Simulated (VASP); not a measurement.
Set up this calculation in VASP 6.6.1, as the native input.

* Task: single point
* Functional: PBE
* Dispersion: D3(BJ)
* Potentials or basis: VASP PAW PBE potentials, release 64 (Ba_sv, O)
* Cutoff: 600 eV
* k mesh: 8 × 8 × 8
* Occupations: gaussian, width 0.01 eV
* Spin: no spin polarisation
* Dipole correction: no
* Further INCAR settings: ALGO = Normal; EDIFF = 1e-06; NBANDS = 15

The structure of BaO lies in POSCAR:

```
BaO
1.0
    0.0000000000      2.6746192721      2.6746192721
    2.6746192721      0.0000000000      2.6746192721
    2.6746192721      2.6746192721      0.0000000000
Ba O
1 1
Direct
    0.0000000000      0.0000000000      0.0000000000
    0.5000000000      0.5000000000      0.5000000000
```

The input as run:

INCAR

```
SYSTEM = BaO
PREC = Accurate ; ENCUT = 600
EDIFF = 1E-6 ; ISMEAR = 0
SIGMA = 0.01 ; LREAL = .FALSE.
LASPH = .TRUE. ; NELM = 120
ALGO = Normal ; ISIF = 2
LWAVE = .FALSE. ; LCHARG = .TRUE.
GGA = PE ; IVDW = 12
LELF = .TRUE. ; LVHAR = .TRUE.
NBANDS = 15 ; GGA_COMPAT = .FALSE.
```

KPOINTS

```
regular mesh
0
G
  8 8 8
  0 0 0
```

Potentials or basis: VASP PAW PBE potentials, release 64 (Ba_sv, O).

The run is started by

```console
$ cat potpaw_PBE.64/Ba_sv/POTCAR potpaw_PBE.64/O/POTCAR > POTCAR
$ mpirun -np 1 vasp_std > vasp.out
```

Results of the run:

| Item | Value |
| --- | --- |
| Pressure | 11.6 GPa |
| Band gap on the k mesh | 1.55 eV, direct |
| Dispersion energy per atom | -0.253 eV |

Caveat: spin-orbit coupling is left out, which moves the levels of the heavy elements.

It took 34 s on 1 thread of Intel(R) Xeon(R) Platinum 8375C CPU @ 2.90GHz (Ice Lake), on a shared host, peak memory 0.19 GiB.
